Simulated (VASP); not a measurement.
# SnO2 (P4_2/mnm) in VASP: further runs, part 2 of 2

VASP 6.6.1.

## Step 5: Relaxation of cell and atoms, PBE

This run uses another cell than the first one, of 12.14 Å³/atom.

Input file INCAR:

```
PREC = Accurate
ENCUT = 600
EDIFF = 1E-6
ISMEAR = 0
SIGMA = 0.02
LREAL = False
LASPH = True
NELM = 60
ALGO = Normal
ISIF = 3
LWAVE = False
LCHARG = False
GGA = PE
IBRION = 2
NSW = 100
EDIFFG = -0.005
```

Input file KPOINTS:

```
regular mesh
0
Gamma
  6 6 8
```

Input file POSCAR:

```
SnO2
1.0
    4.7648180450      0.0000000000      0.0000000000
    0.0000000000      4.7648180450      0.0000000000
    0.0000000000      0.0000000000      3.2074997700
Sn O
2 4
Direct
    0.5000000000      0.5000000000      0.5000000000
    0.0000000000      0.0000000000      0.0000000000
    0.1940277000      0.8059723000      0.5000000000
    0.8059723000      0.1940277000      0.5000000000
    0.3059723000      0.3059723000      0.0000000000
    0.6940277000      0.6940277000      0.0000000000
```

Run with:

```bash
cat potpaw_PBE.64/Sn_d/POTCAR potpaw_PBE.64/O/POTCAR > POTCAR
mpirun -np 1 vasp_std > vasp.out
```

It took 9.6 min on 1 thread of Intel Xeon Platinum 8488C (Sapphire Rapids), shared host; peak memory 0.27 GiB.

Results (log left out):

* Free energy: -37.3147 eV
* Relaxed volume: 12.61 Å³/atom
* Relaxed cell: a = 4.830 Å, b = 4.830 Å, c = 3.242 Å, α = 90.00°, β = 90.00°, γ = 90.00°
* Space group after relaxing (to 0.1 Å): P4_2/mnm (No. 136)
* Energy gained by relaxing: 10.1 meV/atom
* Ionic steps: 13
* Pressure after relaxing: 0.0 GPa
* Band gap on the k mesh: 0.64 eV

Forces in eV/Å, atoms in the order of the input:
```
Sn   0.000  0.000  0.000
Sn   0.000  0.000  0.000
O    0.001 -0.001  0.000
O   -0.001  0.001  0.000
O   -0.001 -0.001  0.000
O    0.001  0.001  0.000
```

Step by step:
```csv
step,energy change (eV),largest force (eV/Å),pressure (GPa),volume (Å³)
1,0.0000,0.0408,7.28,72.82
2,0.0188,0.2360,-7.02,78.79
3,-0.0587,0.1010,0.01,75.51
4,-0.0587,0.0984,0.14,75.45
5,-0.0605,0.0096,0.10,75.57
6,-0.0605,0.0110,0.08,75.59
7,-0.0605,0.0116,0.09,75.60
8,-0.0605,0.0165,0.07,75.60
9,-0.0606,0.0061,-0.06,75.67
10,-0.0606,0.0075,-0.03,75.66
11,-0.0606,0.0066,-0.02,75.67
12,-0.0606,0.0059,-0.03,75.67
13,-0.0606,0.0020,0.04,75.64
```

Final structure:
```
Sn O
1.0
     4.83042    0.00000    0.00000
     0.00000    4.83042    0.00000
     0.00000    0.00000    3.24195
Sn O
2 4
Cartesian
  2.4152 2.4152 1.6210
  0.0000 0.0000 0.0000
  0.9345 3.8960 1.6210
  3.8960 0.9345 1.6210
  1.4808 1.4808 3.2420
  3.3497 3.3497 0.0000
```

Levels at points of the mesh, in eV from the valence-band top:
| k point | band 24 | band 25 | band 26 | band 27 | band 28 | band 29 |
| --- | --- | --- | --- | --- | --- | --- |
| (0.00, 0.00, 0.00) | -0.74 | -0.74 | 0.00 | 0.64 | 5.66 | 6.04 |
| (0.50, 0.00, 0.00) | -1.21 | -0.60 | -0.60 | 3.85 | 3.85 | 6.79 |
| (0.50, 0.50, 0.00) | -1.33 | -0.85 | -0.85 | 4.24 | 4.24 | 7.13 |
| (0.00, 0.00, 0.50) | -1.52 | -1.18 | -1.18 | 5.56 | 5.56 | 9.34 |
| (0.50, 0.00, 0.50) | -1.01 | -0.75 | -0.75 | 5.82 | 5.82 | 7.59 |
| (0.50, 0.50, 0.50) | -0.91 | -0.78 | -0.78 | 4.32 | 4.32 | 8.60 |

Caveat: spin-orbit coupling is left out, which moves the levels of the heavy elements.

## Step 6: Single point, PBE

This run uses another cell than the first one: it holds 48 atoms, not 6.

Input file INCAR:

```
PREC = Accurate
ENCUT = 520
EDIFF = 1E-7
ISMEAR = 0
SIGMA = 0.01
LREAL = Auto
LASPH = True
NELM = 100
ALGO = Normal
ISIF = 2
LWAVE = False
LCHARG = False
GGA = PE
NBANDS = 238
```

Input file KPOINTS:

```
Automatic mesh
0
Gamma
  2 2 2
  0.5 0.5 0.5
```

Input file POSCAR:

```
SnO2
1.0
   -4.8271903452     -4.8271903452      6.4763045089
   -4.8271903452      4.8271903452     -6.4763045089
    4.8271903452     -4.8271903452     -6.4763045089
Sn O
16 32
Direct
    0.0000000000      0.3750000000      0.8750000000
    0.0000000000      0.1250000000      0.6250000000
    0.0000000000      0.8750000000      0.3750000000
    0.0000000000      0.6250000000      0.1250000000
    0.5000000000      0.3750000000      0.3750000000
    0.5000000000      0.1250000000      0.1250000000
    0.5000000000      0.8750000000      0.8750000000
    0.5000000000      0.6250000000      0.6250000000
    1.0000000000      0.2500000000      0.2500000000
    1.0000000000      0.0000000000      1.0000000000
    0.0000000000      0.7500000000      0.7500000000
    0.0000000000      0.5000000000      0.5000000000
    0.5000000000      0.2500000000      0.7500000000
    0.5000000000      0.0000000000      0.5000000000
    0.5000000000      0.7500000000      0.2500000000
    0.5000000000      0.5000000000      1.0000000000
    0.0000000000      0.5282882617      0.7217117383
    0.0000000000      0.2782882617      0.4717117383
    0.0000000000      0.0282882617      0.2217117383
    0.0000000000      0.7782882617      0.9717117383
    0.5000000000      0.5282882617      0.2217117383
    0.5000000000      0.2782882617      0.9717117383
    0.5000000000      0.0282882617      0.7217117383
    0.5000000000      0.7782882617      0.4717117383
    0.0000000000      0.2217117383      0.0282882617
    0.0000000000      0.9717117383      0.7782882617
    0.0000000000      0.7217117383      0.5282882617
    0.0000000000      0.4717117383      0.2782882617
    0.5000000000      0.2217117383      0.5282882617
    0.5000000000      0.9717117383      0.2782882617
    0.5000000000      0.7217117383      0.0282882617
    0.5000000000      0.4717117383      0.7782882617
    0.1934234766      0.5967117383      0.0967117383
    0.1934234766      0.3467117383      0.8467117383
    0.1934234766      0.0967117383      0.5967117383
    0.1934234766      0.8467117383      0.3467117383
    0.6934234766      0.5967117383      0.5967117383
    0.6934234766      0.3467117383      0.3467117383
    0.6934234766      0.0967117383      0.0967117383
    0.6934234766      0.8467117383      0.8467117383
    0.8065765234      0.4032882617      0.9032882617
    0.8065765234      0.1532882617      0.6532882617
    0.8065765234      0.9032882617      0.4032882617
    0.8065765234      0.6532882617      0.1532882617
    0.3065765234      0.4032882617      0.4032882617
    0.3065765234      0.1532882617      0.1532882617
    0.3065765234      0.9032882617      0.9032882617
    0.3065765234      0.6532882617      0.6532882617
```

Potentials or basis: VASP PAW PBE potentials, release 64 (Sn_d, O).

Run with:

```bash
cat potpaw_PBE.64/Sn_d/POTCAR potpaw_PBE.64/O/POTCAR > POTCAR
mpirun -np 1 vasp_std > vasp.out
```

It took 33 min on 1 thread of Oxide Virtual Turin-like, shared host; peak memory 0.8 GiB.

Results (log left out):

| Item | Value |
| --- | --- |
| Free energy | -298.5470 eV |
| Pressure | 0.6 GPa |
| Largest force | 0.016 eV/Å |
| Band gap on the k mesh | 1.80 eV |

Forces in eV/Å, atoms in the order of the input:
```
Sn   0.000  0.000  0.000
Sn   0.000  0.000  0.000
Sn   0.000  0.000  0.000
Sn   0.000  0.000  0.000
Sn   0.000  0.000  0.000
Sn   0.000  0.000  0.000
Sn   0.000  0.000  0.000
Sn   0.000  0.000  0.000
Sn   0.000  0.000  0.000
Sn   0.000  0.000  0.000
Sn   0.000  0.000  0.000
Sn   0.000  0.000  0.000
Sn   0.000  0.000  0.000
Sn   0.000  0.000  0.000
Sn   0.000  0.000  0.000
Sn   0.000  0.000  0.000
O    0.012 -0.012  0.000
O    0.012 -0.012  0.000
O    0.012 -0.012  0.000
O    0.012 -0.012  0.000
O    0.012 -0.012  0.000
O    0.012 -0.012  0.000
O    0.012 -0.012  0.000
O    0.012 -0.012  0.000
O   -0.012  0.012  0.000
O   -0.012  0.012  0.000
O   -0.012  0.012  0.000
O   -0.012  0.012  0.000
O   -0.012  0.012  0.000
O   -0.012  0.012  0.000
O   -0.012  0.012  0.000
O   -0.012  0.012  0.000
O   -0.012 -0.012  0.000
O   -0.012 -0.012  0.000
O   -0.012 -0.012  0.000
O   -0.012 -0.012  0.000
O   -0.012 -0.012  0.000
O   -0.012 -0.012  0.000
O   -0.012 -0.012  0.000
O   -0.012 -0.012  0.000
O    0.012  0.012  0.000
O    0.012  0.012  0.000
O    0.012  0.012  0.000
O    0.012  0.012  0.000
O    0.012  0.012  0.000
O    0.012  0.012  0.000
O    0.012  0.012  0.000
O    0.012  0.012  0.000
```

Stress tensor (GPa, compression positive):
```
0.52 0.00 0.00
0.00 0.52 0.00
0.00 0.00 0.80
```

Levels at points of the mesh, in eV from the valence-band top:
```tsv
k point	band 206	band 207	band 208	band 209	band 210	band 211
(0.25, 0.25, 0.25)	-0.28	-0.28	-0.28	3.29	3.29	3.29
```

Caveat: spin-orbit coupling is left out, which moves the levels of the heavy elements; a shifted mesh leaves out Γ, where band edges can lie. A k mesh can miss the band edges.

## Step 7: Overview

| task | cell | k mesh | cutoff (eV) | smearing | gap on the mesh (eV) | pressure (GPa) | largest force (eV/Å) |
| --- | --- | --- | --- | --- | --- | --- | --- |
| single point | a = 4.972, b = 4.972, c = 3.180 Å, 6 atoms, atomic positions A | 6 × 6 × 8 | 520 | gaussian 0.02 eV | 0.46 | -4.2 | 0.06 |
| single point | a = 4.773, b = 4.773, c = 3.384 Å, 6 atoms, atomic positions A | 6 × 6 × 8 | 520 | gaussian 0.02 eV | 0.26 | -4.5 | 0.04 |
| relaxation of cell and atoms | relaxed from a = 4.765, b = 4.765, c = 3.207 Å, 6 atoms, atomic positions A | 6 × 6 × 8 | 600 | gaussian 0.02 eV | 0.64 | 0.0 | - |
| single point | a = 9.410 Å, angles 93.0, 118.3, 118.3°, 48 atoms, atomic positions B | 2 × 2 × 2, shifted | 520 | gaussian 0.01 eV | 1.80 | 0.6 | 0.02 |

Alike in all rows: level PBE; potentials or basis VASP PAW PBE potentials, release 64 (Sn_d, O); no spin polarisation.

Caveats: spin-orbit coupling is left out, which moves the levels of the heavy elements; the cell stands under tension (at least some runs); a shifted mesh leaves out Γ, where band edges can lie (at least some runs).

Total energies depend on the potentials used, so only differences within one code and one set of settings carry meaning.
